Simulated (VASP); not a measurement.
# Ti (Im-3m) in VASP: notebook

The runs below take Ti through single point, relaxation of cell and atoms, with RPBE, revPBE, PBE+D4.

All numbers are computed with VASP 6.6.1; they aren't measurements. Logs are shortened: lines on timing, memory, paths and dates and some standing lists are left out, and cuts for length are marked.

### Step 1. The cell of the first run

Symmetry: Im-3m, No. 229, cubic system. Conventional cell: a = 3.289 Å, b = 3.289 Å, c = 3.289 Å, α = 90.00°, β = 90.00°, γ = 90.00°. Ti (site symmetry m-3m) has 14 Ti at 2.85 to 3.29 Å within 3.8 Å.

### Step 2. Single point, RPBE

File INCAR:

```
PREC = Accurate
ENCUT = 520
EDIFF = 1E-6
ISMEAR = -1
SIGMA = 0.05
LREAL = False
LASPH = True
NELM = 80
ALGO = Normal
ISIF = 2
LWAVE = False
LCHARG = False
GGA = RP
NBANDS = 12
```

File KPOINTS:

```
Automatic mesh
0
Gamma
  11 11 11
```

File POSCAR:

```
Ti
1.0
   -1.6444914192      1.6444914192      1.6444914192
    1.6444914192     -1.6444914192      1.6444914192
    1.6444914192      1.6444914192     -1.6444914192
Ti
1
Direct
    0.0000000000      0.0000000000      0.0000000000
```

Potentials or basis: VASP PAW PBE potentials, release 64 (Ti_sv).

The run is started by

```bash
cat potpaw_PBE.64/Ti_sv/POTCAR > POTCAR
mpirun -np 1 vasp_std > vasp.out
```

OUTCAR:

```text
PREC = Accurate
   ENCUT = 520
   EDIFF = 1E-6
   ISMEAR = -1
   LREAL = False
   LASPH = True
   NELM = 80
   ISIF = 2
   GGA = RP

 ion  position               nearest neighbor table
   1  0.000  0.000  0.000-

  LATTYP: Found a body centered cubic cell.
 ALAT       =     3.2889828384

  Lattice vectors:

 A1 = (  -1.6444914192,   1.6444914192,   1.6444914192)
 A2 = (   1.6444914192,  -1.6444914192,   1.6444914192)
 A3 = (   1.6444914192,   1.6444914192,  -1.6444914192)

Analysis of symmetry for initial positions (statically):
=====================================================================
 Subroutine PRICEL returns:
 Original cell was already a primitive cell.

 Routine SETGRP: Setting up the symmetry group for a
 body centered cubic supercell.

 Subroutine GETGRP returns: Found 48 space group operations
[... 9 lines left out ...]

 Routine SETGRP: Setting up the symmetry group for a
 body centered cubic supercell.

 Subroutine GETGRP returns: Found 48 space group operations
[... 11 lines left out ...]
                                     Primitive cell

  volume of cell :      17.7891

  direct lattice vectors                    reciprocal lattice vectors
    -1.644491419  1.644491419  1.644491419     0.000000000  0.304045369  0.304045369
     1.644491419 -1.644491419  1.644491419     0.304045369  0.000000000  0.304045369
     1.644491419  1.644491419 -1.644491419     0.304045369  0.304045369  0.000000000

  length of vectors
     2.848342691  2.848342691  2.848342691     0.429985084  0.429985084  0.429985084

  position of ions in fractional coordinates (direct lattice)
     0.000000000  0.000000000  0.000000000

  ion indices of the primitive-cell ions
   primitive index   ion index
                 1           1

----------------------------------------------------------------------------------------

 KPOINTS: Automatic mesh

Automatic generation of k-mesh.
 Grid dimensions read from file:
 generate k-points for:   11   11   11

 Generating k-lattice:

  Cartesian coordinates                     Fractional coordinates (reciprocal lattice)
     0.000000000  0.027640488  0.027640488     0.090909091  0.000000000  0.000000000
     0.027640488  0.000000000  0.027640488     0.000000000  0.090909091  0.000000000
     0.027640488  0.027640488  0.000000000     0.000000000  0.000000000  0.090909091

  Length of vectors
     0.039089553  0.039089553  0.039089553

  Shift w.r.t. Gamma in fractional coordinates (k-lattice)
     0.000000000  0.000000000  0.000000000

 Subroutine IBZKPT returns following result:
 ===========================================

 Found     56 irreducible k-points:

 Following reciprocal coordinates:
            Coordinates               Weight
  0.000000  0.000000  0.000000      1.000000
  0.090909  0.000000  0.000000     12.000000
  0.181818  0.000000  0.000000     12.000000
  0.272727  0.000000  0.000000     12.000000
  0.363636  0.000000  0.000000     12.000000
  0.454545  0.000000  0.000000     12.000000
[... 16 lines left out ...]
  0.272727  0.181818  0.090909     48.000000
  0.363636  0.181818  0.090909     24.000000
 [... further k-points ...]
   k-points           NKPTS =     56   k-points in BZ     NKDIM =     56   number of bands    NBANDS=     12
   number of dos      NEDOS =    301   number of ions     NIONS =      1
   total plane-waves  NPLWV =  13824
   dimension x,y,z NGX =    24 NGY =   24 NGZ =   24
   dimension x,y,z NGXF=    48 NGYF=   48 NGZF=   48
   ions per type =               1
   NGX,Y,Z   is equivalent  to a cutoff of  14.01, 14.01, 14.01 a.u.
   NGXF,Y,Z  is equivalent  to a cutoff of  28.02, 28.02, 28.02 a.u.
 SYSTEM =  unknown system
   PREC   = accura    normal or accurate (medium, high low for compatibility)
   ISTART =      0    job   : 0-new  1-cont  2-samecut
   ICHARG =      2    charge: 1-file 2-atom 10-const
   ISPIN  =      1    spin polarized calculation?
   LNONCOLLINEAR =      F non collinear calculations
   LSORBIT =      F    spin-orbit coupling
   LASPH  =      T    aspherical Exc in radial PAW
   ENCUT  =  520.0 eV  38.22 Ry    6.18 a.u.   5.30  5.30  5.30*2*pi/ulx,y,z
   NELM   =     80;   NELMIN=  2; NELMDL= -5     # of ELM steps
   EDIFF  = 0.1E-05   stopping-criterion for ELM
   LREAL  =      F    real-space projection
   EDIFFG = 0.1E-04   stopping-criterion for IOM
   NSW    =      0    number of steps for IOM
   IBRION =     -1    ionic relax: 0-MD 1-quasi-New 2-CG
   NFREE  =      0    steps in history (QN), initial steepest desc. (CG)
   ISIF   =      2    stress and relaxation
   ISYM   =      2    0-nonsym 1-usesym 2-fastsym
   POTIM  = 0.5000    time-step for ionic-motion
   TEBEG  =    0.0;   TEEND  =   0.0 temperature during run
   PSTRESS=    0.0 pullay stress
   NELECT =      12.0000    total number of electrons
   NUPDOWN=      -1.0000    fix difference up-down
   EMIN   =  10.00;   EMAX   =-10.00  energy-range for DOS
   EFERMI =   0.00;   METHOD = LEGACY
   ISMEAR =    -1;   SIGMA  =   0.05  broadening in eV -4-tet -1-fermi 0-gaus
   EFERMI_NEDOS =   21; number of points for ismear=-14 and -15
   IALGO  =     38    algorithm
   IMIX   =      4    mixing-type and parameters
     AMIX     =   0.40;   BMIX     =  1.00
     AMIX_MAG =   1.60;   BMIX_MAG =  1.00
  volume/ion in A,a.u.               =      17.79       120.05
  Fermi-wavevector in a.u.,A,eV,Ry     =   1.435766  2.713204 28.047373  2.061424
  Thomas-Fermi vector in A             =   2.555028
   LORBIT       =      0    0 simple, 1 ext, 2 COOP (PROOUT), +10 PAW based schemes
   GGA     = RP    functional components
   LHFCALC =     F    Hartree Fock is set to
   AEXX    =    0.0000 exact exchange contribution
   IVDW    =     0    specifies the selected vdW correction
   LEPSILON=     F    determine dielectric tensor
   LRPA    =     F    only Hartree local field effects (RPA)
 non-spin polarized calculation
  energy-cutoff  :      520.00
  volume of cell :       17.79
 maximum number of plane-waves:       488
 NGX is ok and might be reduce to    24
   NGX = 11   NGY = 11   NGZ = 11

 number of electron      12.0000002 magnetization

 Free energy of the ion-electron system (eV)
  ---------------------------------------------------
  ext. energy  EPLUGINS =         0.00000000
  ---------------------------------------------------
  free energy    TOTEN  =        -7.33066606 eV

  energy without entropy =       -7.30749467  energy(sigma->0) =       -7.31908037

 E-fermi :   7.9528     XC(G=0): -11.2734

 val. band max:        7.9519723923   @ k =   0.1818   0.0909   0.0909
 cond. band min:       7.9575846317   @ k =   0.3636   0.1818   0.0909
 fundamental gap:      0.0056122394
 Fermi energy:         7.9528487640

 k-point     1 :       0.0000    0.0000    0.0000
  band No.  band energies     occupation
      1     -48.7649      2.00000
      2     -24.5813      2.00000
      3     -24.5813      2.00000
      4     -24.5813      2.00000
      5       2.0344      2.00000
      6       8.9382      0.00000
      7       8.9382      0.00000
      8       8.9382      0.00000
      9      10.6352      0.00000
     10      10.6352      0.00000
     11      25.1567      0.00000
     12      25.1567      0.00000

 k-point     2 :       0.0909    0.0000    0.0000
  band No.  band energies     occupation
      1     -48.7557      2.00000
      2     -24.6321      2.00000
      3     -24.5970      2.00000
      4     -24.5816      2.00000
      5       2.3091      2.00000
      6       8.8158      0.00000
      7       8.8976      0.00000
      8       9.1350      0.00000
      9      10.5022      0.00000
     10      10.6432      0.00000
     11      24.6713      0.00000
     12      25.0881      0.00000

 k-point     3 :       0.1818    0.0000    0.0000
  band No.  band energies     occupation
      1     -48.7308      2.00000
      2     -24.7665      2.00000
      3     -24.6390      2.00000
      4     -24.5824      2.00000
      5       3.0819      2.00000
      6       8.5036      0.00003
      7       8.6823      0.00000
      8       9.6946      0.00000
      9      10.3331      0.00000
     10      10.6786      0.00000
     11      23.1423      0.00000
     12      24.4307      0.00000

 k-point     4 :       0.2727    0.0000    0.0000
  band No.  band energies     occupation
      1     -48.6981      2.00000
      2     -24.9390      2.00000
      3     -24.6935      2.00000
      4     -24.5834      2.00000
      5       4.1680      2.00000
      6       8.1253      0.06160
      7       8.3338      0.00098
      8      10.3893      0.00000
      9      10.5155      0.00000
     10      10.7567      0.00000
     11      20.8139      0.00000
     12      23.1429      0.00000

 k-point     5 :       0.3636    0.0000    0.0000
  band No.  band energies     occupation
      1     -48.6679      2.00000
      2     -25.0942      2.00000
      3     -24.7431      2.00000
      4     -24.5844      2.00000
      5       5.1358      2.00000
      6       7.8031      1.90476
      7       8.3352      0.00096
      8      10.5482      0.00000
      9      10.8643      0.00000
     10      11.3963      0.00000
     11      18.3995      0.00000
     12      21.9458      0.00000
[... 228 lines left out ...]
      1     -48.7466      2.00000
      2     -24.6490      2.00000
      3     -24.6130      2.00000
      4     -24.6130      2.00000
      5       2.5771      2.00000
      6       8.8972      0.00000
      7       8.8972      0.00000
      8       9.1372      0.00000
      9      10.1779      0.00000
     10      10.7989      0.00000
     11      24.1682      0.00000
     12      25.5073      0.00000

 k-point    22 :       0.1818    0.1818    0.0909
  band No.  band energies     occupation
      1     -48.6657      2.00000
      2     -25.0546      2.00000
      3     -24.7336      2.00000
      4     -24.6603      2.00000
      5       5.6772      2.00000
      6       7.5686      1.99908
      7       7.6853      1.99056
      8      10.6421      0.00000
      9      10.8762      0.00000
     10      12.2484      0.00000
     11      19.8008      0.00000
     12      20.0075      0.00000

 k-point    23 :       0.2727    0.1818    0.0909
  band No.  band energies     occupation
      1     -48.6480      2.00000
      2     -25.0837      2.00000
      3     -24.8143      2.00000
      4     -24.6748      2.00000
      5       6.4106      2.00000
      6       7.4175      1.99996
      7       7.7177      1.98204
      8      10.7522      0.00000
      9      10.9701      0.00000
     10      13.3598      0.00000
     11      17.5626      0.00000
     12      19.1362      0.00000

 k-point    24 :       0.3636    0.1818    0.0909
  band No.  band energies     occupation
      1     -48.6415      2.00000
      2     -25.0851      2.00000
      3     -24.8553      2.00000
      4     -24.6788      2.00000
      5       6.5278      2.00000
      6       7.3866      1.99998
      7       7.9576      0.95268
      8      10.8102      0.00000
      9      10.9966      0.00000
     10      14.0902      0.00000
     11      16.3068      0.00000
     12      18.8356      0.00000

 [... further k-points ...]
[... 5 lines left out ...]
  --------------------------------------------------------------------------------------
  -------------------------------------------------------------------------------------
  Total       -0.0235065     -0.0235065     -0.0235065      0.0000000     -0.0000000      0.0000000
  in kB       -2.1171120     -2.1171120     -2.1171120      0.0000000     -0.0000000      0.0000000
  external PRESSURE =      -2.1171120 kB  Pullay stress =       0.0000000 kB

 VOLUME and BASIS-vectors are now :
 -----------------------------------------------------------------------------
  energy-cutoff  :      520.00
  volume of cell :       17.79
      direct lattice vectors                 reciprocal lattice vectors
    -1.644491419  1.644491419  1.644491419     0.000000000  0.304045369  0.304045369
     1.644491419 -1.644491419  1.644491419     0.304045369  0.000000000  0.304045369
     1.644491419  1.644491419 -1.644491419     0.304045369  0.304045369  0.000000000

 POSITION                                       TOTAL-FORCE (eV/Angst)
 -----------------------------------------------------------------------------------
      0.00000      0.00000      0.00000        -0.000000      0.000000      0.000000
 -----------------------------------------------------------------------------------
    total drift:                               -0.000000      0.000000      0.000000

  FREE ENERGIE OF THE ION-ELECTRON SYSTEM (eV)
  ---------------------------------------------------
  free  energy   TOTEN  =        -7.3306660606 eV

  energy  without entropy=       -7.3074946742  energy(sigma->0) =       -7.31908037
```

Wall time 17 s (1 thread of Intel Xeon 8259CL, shared host); peak memory 0.11 GiB.

What came out:

* Free energy: -7.3307 eV
* Pressure: -0.2 GPa
* Band gap on the k mesh: zero (band 6 reaches 8.95 eV, above the bottom of band 7 at 7.38 eV)

Caveat: the PAW data sets were made with another functional, which shifts forces and pressure a little.

[end of part 1 of 2]
